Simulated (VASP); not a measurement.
# Os (Fm-3m) in VASP: notebook

Runs on Os. Level: PBEsol. Tasks: single point, relaxation of cell and atoms.

Everything below comes from runs of VASP 6.6.1. Logs are shortened: lines on timing, memory, paths and dates and some standing lists are left out, and cuts for length are marked.

## Step 1: The cell of the first run

Symmetry: Fm-3m, No. 225, cubic system. The conventional cell has a = 3.821 Å, b = 3.821 Å, c = 3.821 Å, α = 90.00°, β = 90.00°, γ = 90.00°. Os (site symmetry m-3m) has 12 Os at 2.70 Å within 3.6 Å.

This isn't the form of Os at room conditions, which is hcp.

## Step 2: Single point, PBEsol

Contents of INCAR:

```
SYSTEM = Os
  PREC = Accurate
  ENCUT = 600
  EDIFF = 1E-6
  ISMEAR = 1
  SIGMA = 0.05
  LREAL = .FALSE.
  LASPH = .TRUE.
  NELM = 120
  ALGO = Normal
  ISIF = 2
  LWAVE = .FALSE.
  LCHARG = .FALSE.
  GGA = PS
  NBANDS = 10
  GGA_COMPAT = .FALSE.
```

Contents of KPOINTS:

```
regular mesh
0
G
  11 11 11
  0 0 0
```

Contents of POSCAR:

```
Os
1.0
    0.0000000000      1.9105054588      1.9105054588
    1.9105054588      0.0000000000      1.9105054588
    1.9105054588      1.9105054588      0.0000000000
Os
1
Direct
    0.0000000000      0.0000000000      0.0000000000
```

Potentials or basis: VASP PAW PBE potentials, release 64 (Os).

Started as:

```sh
$ cat potpaw_PBE.64/Os/POTCAR > POTCAR
$ mpirun -np 1 vasp_std > vasp.out
```

OUTCAR:

```text
SYSTEM = Os
   PREC = Accurate
   ENCUT = 600
   EDIFF = 1E-6
   ISMEAR = 1
   LREAL = .FALSE.
   LASPH = .TRUE.
   NELM = 120
   ISIF = 2
   GGA = PS

 ion  position               nearest neighbor table
   1  0.000  0.000  0.000-

  LATTYP: Found a face centered cubic cell.
 ALAT       =     3.8210109176

  Lattice vectors:

 A1 = (   0.0000000000,   1.9105054588,   1.9105054588)
 A2 = (   1.9105054588,   0.0000000000,   1.9105054588)
 A3 = (   1.9105054588,   1.9105054588,   0.0000000000)

Analysis of symmetry for initial positions (statically):
=====================================================================
 Subroutine PRICEL returns:
 Original cell was already a primitive cell.

 Routine SETGRP: Setting up the symmetry group for a
 face centered cubic supercell.

 Subroutine GETGRP returns: Found 48 space group operations
 (whereof 48 operations were pure point group operations)
 out of a pool of 48 trial point group operations.

The static configuration has the point symmetry O_h .

Analysis of symmetry for dynamics (positions and initial velocities):
=====================================================================
 Subroutine PRICEL returns:
 Original cell was already a primitive cell.

 Routine SETGRP: Setting up the symmetry group for a
 face centered cubic supercell.

 Subroutine GETGRP returns: Found 48 space group operations
 (whereof 48 operations were pure point group operations)
 out of a pool of 48 trial point group operations.

The dynamic configuration has the point symmetry O_h .

 Subroutine INISYM returns: Found 48 space group operations
 (whereof 48 operations are pure point group operations),
 and found     1 'primitive' translations

----------------------------------------------------------------------------------------

                                     Primitive cell

  volume of cell :      13.9468

  direct lattice vectors                    reciprocal lattice vectors
     0.000000000  1.910505459  1.910505459    -0.261710846  0.261710846  0.261710846
     1.910505459  0.000000000  1.910505459     0.261710846 -0.261710846  0.261710846
     1.910505459  1.910505459  0.000000000     0.261710846  0.261710846 -0.261710846

  length of vectors
     2.701862731  2.701862731  2.701862731     0.453296482  0.453296482  0.453296482

  position of ions in fractional coordinates (direct lattice)
     0.000000000  0.000000000  0.000000000

  ion indices of the primitive-cell ions
   primitive index   ion index
                 1           1

----------------------------------------------------------------------------------------

 KPOINTS: regular mesh

Automatic generation of k-mesh.
 Grid dimensions read from file:
 generate k-points for:   11   11   11

 Generating k-lattice:

  Cartesian coordinates                     Fractional coordinates (reciprocal lattice)
    -0.023791895  0.023791895  0.023791895     0.090909091  0.000000000  0.000000000
     0.023791895 -0.023791895  0.023791895     0.000000000  0.090909091  0.000000000
     0.023791895  0.023791895 -0.023791895     0.000000000  0.000000000  0.090909091

  Length of vectors
     0.041208771  0.041208771  0.041208771

  Shift w.r.t. Gamma in fractional coordinates (k-lattice)
     0.000000000  0.000000000  0.000000000

 Subroutine IBZKPT returns following result:
 ===========================================

 Found     56 irreducible k-points:

 Following reciprocal coordinates:
            Coordinates               Weight
  0.000000  0.000000  0.000000      1.000000
  0.090909  0.000000  0.000000      8.000000
  0.181818  0.000000  0.000000      8.000000
  0.272727  0.000000  0.000000      8.000000
  0.363636  0.000000  0.000000      8.000000
  0.454545  0.000000  0.000000      8.000000
[... 16 lines left out ...]
 -0.272727  0.181818  0.000000     24.000000
 -0.181818  0.181818  0.000000     12.000000
 [... further k-points ...]
   k-points           NKPTS =     56   k-points in BZ     NKDIM =     56   number of bands    NBANDS=     10
   number of dos      NEDOS =    301   number of ions     NIONS =      1
   total plane-waves  NPLWV =  13824
   dimension x,y,z NGX =    24 NGY =   24 NGZ =   24
   dimension x,y,z NGXF=    48 NGYF=   48 NGZF=   48
   ions per type =               1
   NGX,Y,Z   is equivalent  to a cutoff of  14.77, 14.77, 14.77 a.u.
   NGXF,Y,Z  is equivalent  to a cutoff of  29.53, 29.53, 29.53 a.u.
 SYSTEM =  Os
   PREC   = accura    normal or accurate (medium, high low for compatibility)
   ISTART =      0    job   : 0-new  1-cont  2-samecut
   ICHARG =      2    charge: 1-file 2-atom 10-const
   ISPIN  =      1    spin polarized calculation?
   LNONCOLLINEAR =      F non collinear calculations
   LSORBIT =      F    spin-orbit coupling
   LASPH  =      T    aspherical Exc in radial PAW
   ENCUT  =  600.0 eV  44.10 Ry    6.64 a.u.   5.40  5.40  5.40*2*pi/ulx,y,z
   NELM   =    120;   NELMIN=  2; NELMDL= -5     # of ELM steps
   EDIFF  = 0.1E-05   stopping-criterion for ELM
   LREAL  =      F    real-space projection
   EDIFFG = 0.1E-04   stopping-criterion for IOM
   NSW    =      0    number of steps for IOM
   IBRION =     -1    ionic relax: 0-MD 1-quasi-New 2-CG
   NFREE  =      0    steps in history (QN), initial steepest desc. (CG)
   ISIF   =      2    stress and relaxation
   ISYM   =      2    0-nonsym 1-usesym 2-fastsym
   POTIM  = 0.5000    time-step for ionic-motion
   TEBEG  =    0.0;   TEEND  =   0.0 temperature during run
   PSTRESS=    0.0 pullay stress
   NELECT =       8.0000    total number of electrons
   NUPDOWN=      -1.0000    fix difference up-down
   EMIN   =  10.00;   EMAX   =-10.00  energy-range for DOS
   EFERMI =   0.00;   METHOD = LEGACY
   ISMEAR =     1;   SIGMA  =   0.05  broadening in eV -4-tet -1-fermi 0-gaus
   EFERMI_NEDOS =   21; number of points for ismear=-14 and -15
   IALGO  =     38    algorithm
   IMIX   =      4    mixing-type and parameters
     AMIX     =   0.40;   BMIX     =  1.00
     AMIX_MAG =   1.60;   BMIX_MAG =  1.00
  volume/ion in A,a.u.               =      13.95        94.12
  Fermi-wavevector in a.u.,A,eV,Ry     =   1.360233  2.570467 25.173948  1.850233
  Thomas-Fermi vector in A             =   2.486912
   LORBIT       =      0    0 simple, 1 ext, 2 COOP (PROOUT), +10 PAW based schemes
   GGA     = PS    functional components
   LHFCALC =     F    Hartree Fock is set to
   AEXX    =    0.0000 exact exchange contribution
   IVDW    =     0    specifies the selected vdW correction
   LEPSILON=     F    determine dielectric tensor
   LRPA    =     F    only Hartree local field effects (RPA)
 non-spin polarized calculation
 Methfessel and Paxton  Order N= 1 SIGMA  =   0.05
  energy-cutoff  :      600.00
  volume of cell :       13.95
 maximum number of plane-waves:       487
 NGX is ok and might be reduce to    24
   NGX = 11   NGY = 11   NGZ = 11

 number of electron       8.0000000 magnetization

 Free energy of the ion-electron system (eV)
  ---------------------------------------------------
  ext. energy  EPLUGINS =         0.00000000
  ---------------------------------------------------
  free energy    TOTEN  =       -12.09802825 eV

  energy without entropy =      -12.09831720  energy(sigma->0) =      -12.09812457

 E-fermi :   9.1115     XC(G=0): -14.1703

 val. band max:        9.0904169895   @ k =   0.1818   0.0000   0.0000
 cond. band min:       9.1617366962   @ k =   0.0909   0.0000   0.0000
 fundamental gap:      0.0713197067
 Fermi energy:         9.1114683158

 k-point     1 :       0.0000    0.0000    0.0000
  band No.  band energies     occupation
      1      -1.6709      2.00000
      2       6.2046      2.00000
      3       6.2046      2.00000
      4       6.2046      2.00000
      5       9.2804     -0.00002
      6       9.2804     -0.00002
      7      23.5135      0.00000
      8      29.3161      0.00000
      9      29.3161      0.00000
     10      29.3161      0.00000

 k-point     2 :       0.0909    0.0000    0.0000
  band No.  band energies     occupation
      1      -1.2864      2.00000
      2       5.9787      2.00000
      3       6.3748      2.00000
      4       6.3748      2.00000
      5       9.1617     -0.05135
      6       9.1617     -0.05135
      7      24.2210      0.00000
      8      27.6532      0.00000
      9      30.0023      0.00000
     10      30.0023      0.00000

 k-point     3 :       0.1818    0.0000    0.0000
  band No.  band energies     occupation
      1      -0.2614      2.00000
      2       5.5620      2.00000
      3       6.6794      2.00000
      4       6.6794      2.00000
      5       9.0904      1.64739
      6       9.0904      1.64739
      7      24.9409      0.00000
      8      26.2319      0.00000
      9      31.9105      0.00000
     10      31.9105      0.00000

 k-point     4 :       0.2727    0.0000    0.0000
  band No.  band energies     occupation
      1       0.8961      2.00000
      2       5.6517      2.00000
      3       6.6263      2.00000
      4       6.6263      2.00000
      5       9.6696     -0.00000
      6       9.6696     -0.00000
      7      22.8826      0.00000
      8      26.7278      0.00000
      9      34.0680      0.00000
     10      34.3686      0.00000

 k-point     5 :       0.3636    0.0000    0.0000
  band No.  band energies     occupation
      1       1.4291      2.00000
      2       6.3036      2.00000
      3       6.3036      2.00000
      4       6.9492      2.00000
      5      10.7456      0.00000
      6      10.7456      0.00000
      7      20.7322      0.00000
      8      24.6047      0.00000
      9      31.9263      0.00000
     10      31.9263      0.00000

 k-point     6 :       0.4545    0.0000    0.0000
  band No.  band energies     occupation
      1       1.4743      2.00000
      2       6.0708      2.00000
      3       6.0708      2.00000
      4       8.6590      2.00000
      5      11.5955      0.00000
      6      11.5955      0.00000
      7      18.6546      0.00000
      8      23.1882      0.00000
      9      29.9284      0.00000
     10      29.9284      0.00000
[... 183 lines left out ...]
 k-point    21 :      -0.4545    0.1818    0.0000
  band No.  band energies     occupation
      1       2.5933      2.00000
      2       4.9208      2.00000
      3       6.8037      2.00000
      4       7.1780      2.00000
      5      11.5772      0.00000
      6      14.7221      0.00000
      7      17.5852      0.00000
      8      25.2280      0.00000
      9      28.3211      0.00000
     10      28.7743      0.00000

 k-point    22 :      -0.3636    0.1818    0.0000
  band No.  band energies     occupation
      1       2.7346      2.00000
      2       5.1274      2.00000
      3       6.4315      2.00000
      4       7.1338      2.00000
      5      10.4665      0.00000
      6      14.1346      0.00000
      7      19.3608      0.00000
      8      25.4807      0.00000
      9      27.1371      0.00000
     10      31.1441      0.00000

 k-point    23 :      -0.2727    0.1818    0.0000
  band No.  band energies     occupation
      1       2.6513      2.00000
      2       5.1828      2.00000
      3       5.6754      2.00000
      4       7.3530      2.00000
      5       9.0589      2.05928
      6      12.9113      0.00000
      7      22.1799      0.00000
      8      26.5181      0.00000
      9      27.5694      0.00000
     10      32.3359      0.00000

 k-point    24 :      -0.1818    0.1818    0.0000
  band No.  band energies     occupation
      1       1.6852      2.00000
      2       4.8455      2.00000
      3       6.3072      2.00000
      4       7.8164      2.00000
      5       7.8178      2.00000
      6      11.3707      0.00000
      7      24.1874      0.00000
      8      28.0182      0.00000
      9      29.4006      0.00000
     10      29.9268      0.00000

 [... further k-points ...]
[... 5 lines left out ...]
  --------------------------------------------------------------------------------------
  -------------------------------------------------------------------------------------
  Total        0.0551178      0.0551178      0.0551178     -0.0000000     -0.0000000     -0.0000000
  in kB        6.3318018      6.3318018      6.3318018     -0.0000000     -0.0000000     -0.0000000
  external PRESSURE =       6.3318018 kB  Pullay stress =       0.0000000 kB

 VOLUME and BASIS-vectors are now :
 -----------------------------------------------------------------------------
  energy-cutoff  :      600.00
  volume of cell :       13.95
      direct lattice vectors                 reciprocal lattice vectors
     0.000000000  1.910505459  1.910505459    -0.261710846  0.261710846  0.261710846
     1.910505459  0.000000000  1.910505459     0.261710846 -0.261710846  0.261710846
     1.910505459  1.910505459  0.000000000     0.261710846  0.261710846 -0.261710846

 POSITION                                       TOTAL-FORCE (eV/Angst)
 -----------------------------------------------------------------------------------
      0.00000      0.00000      0.00000         0.000000      0.000000      0.000000
 -----------------------------------------------------------------------------------
    total drift:                               -0.000000     -0.000000     -0.000000

  FREE ENERGIE OF THE ION-ELECTRON SYSTEM (eV)
  ---------------------------------------------------
  free  energy   TOTEN  =       -12.0980282475 eV

  energy  without entropy=      -12.0983172032  energy(sigma->0) =      -12.09812457
```

Wall time 16 s (1 thread of Intel Xeon Platinum 8259CL at 2.50GHz (Skylake/Cascade Lake), shared host); peak memory 0.14 GiB.

Results:

```
Free energy            : -12.0980 eV
Pressure               : 0.6 GPa
Band gap on the k mesh : zero (bands 4 and 5 overlap by 4.01 eV)
```

Caveat: the PAW data sets were made with another functional, which shifts forces and pressure a little; spin-orbit coupling is left out, which moves the levels of the heavy elements.

## Step 3: Relaxation of cell and atoms, PBEsol

Contents of INCAR:

```
SYSTEM = Os
PREC = Accurate
ENCUT = 600
EDIFF = 1E-7
ISMEAR = 1
SIGMA = 0.05
LREAL = .False.
LASPH = .True.
NELM = 120
ALGO = Normal
ISIF = 3
LWAVE = .False.
LCHARG = .False.
GGA = PS
IBRION = 2
NSW = 80
EDIFFG = -0.03
GGA_COMPAT = .False.
NELMIN = 4
```

Contents of KPOINTS:

```
Automatic mesh
0
Gamma
  11 11 11
  0 0 0
```

Contents of POSCAR:

```
Os
1.0
    0.0000000000      1.9100000000      1.9100000000
    1.9100000000      0.0000000000      1.9100000000
    1.9100000000      1.9100000000      0.0000000000
Os
1
Direct
    0.0000000000      0.0000000000      0.0000000000
```

Potentials or basis: VASP PAW PBE potentials, release 64 (Os).

Started as:

```sh
$ cat potpaw_PBE.64/Os/POTCAR > POTCAR
$ mpirun -np 1 vasp_std > vasp.out
```

Wall time 36 s (1 thread of Intel Xeon Platinum 8259CL at 2.50GHz (Skylake/Cascade Lake), shared host); peak memory 0.15 GiB.

It converged, with:

| Property | Result |
| --- | --- |
| Free energy | -12.0981 eV |
| Relaxed volume | 13.97 Å³/atom |
| Relaxed cell | a = 2.703 Å, b = 2.703 Å, c = 2.703 Å, α = 60.00°, β = 60.00°, γ = 60.00° |
| Space group after relaxing (to 0.1 Å) | Fm-3m (No. 225) |
| Energy gained by relaxing | 0.1 meV/atom |
| Ionic steps | 3 |
| Pressure after relaxing | 0.0 GPa |
| Band gap on the k mesh | zero (bands 4 and 5 overlap by 4.00 eV) |

Final structure:
```cif
data_structure
_symmetry_space_group_name_H-M 'P 1'
_symmetry_Int_Tables_number 1
_cell_length_a 2.7032
_cell_length_b 2.7032
_cell_length_c 2.7032
_cell_angle_alpha 60.000
_cell_angle_beta 60.000
_cell_angle_gamma 60.000
_cell_volume 13.97
loop_
_atom_site_label
_atom_site_type_symbol
_atom_site_fract_x
_atom_site_fract_y
_atom_site_fract_z
_atom_site_occupancy
Os1 Os 0.00000 0.00000 0.00000 1
```

Levels at points of the mesh, in eV from the Fermi level:
| k point | band 1 | band 2 | band 3 | band 4 | band 5 | band 6 | band 7 | band 8 |
| --- | --- | --- | --- | --- | --- | --- | --- | --- |
| (0.00, 0.00, 0.00) | -10.77 | -2.90 | -2.90 | -2.90 | 0.17 | 0.17 | 14.40 | 20.20 |

Caveat: the PAW data sets were made with another functional, which shifts forces and pressure a little; spin-orbit coupling is left out, which moves the levels of the heavy elements.

The gap in the log of VASP goes by the Fermi energy; the results here count the filled bands.